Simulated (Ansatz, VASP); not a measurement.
Two plane-wave programs on Te

```
CELL_PARAMETERS angstrom
4.47126 0.00000 0.00000
-2.23563 3.87222 0.00000
0.00000 0.00000 5.83691
ATOMIC_POSITIONS crystal
Te 0.26821 0.00000 0.33333
Te 0.00000 0.26821 0.66667
Te 0.73179 0.73179 0.00000
```

Change from the starting cell: uniaxial_z strain -1.9%.

Alike in both runs: task single point; functional PBE; k mesh 6 × 6 × 4; occupations fermi-dirac, width 0.02 eV; no spin polarisation.

|  | VASP | Ansatz |
| --- | --- | --- |
| version | VASP 6.6.1 | Ansatz 0.2.0 |
| potentials or method | VASP PAW PBE potentials, release 64 (Te) | plane waves, PAW |
| plane-wave cutoff (eV) | 500 | 420 |
| valence electrons in the cell | 18 | 48 |

VASP gave:

| Quantity | Value |
| --- | --- |
| pressure (GPa) | 2.2 |
| traceless stress, the component that is largest in VASP (GPa) | 0.73 |
| rms of the force components (eV/Å) | 0.134 |

What did Ansatz give for the same quantities?

Pressure (GPa): 2.2; traceless stress, the component that is largest in VASP (GPa): 0.71; rms of the force components (eV/Å): 0.126.

Atom by atom the forces differ by 0.008 eV/Å (rms over components). With one functional, cell and mesh, what is left measures potentials, basis and numerics. VASP's potentials hold 18 valence electrons a cell and Ansatz's 48, so a difference there can come from the potentials and not from the codes.

Spin-orbit coupling is off throughout.
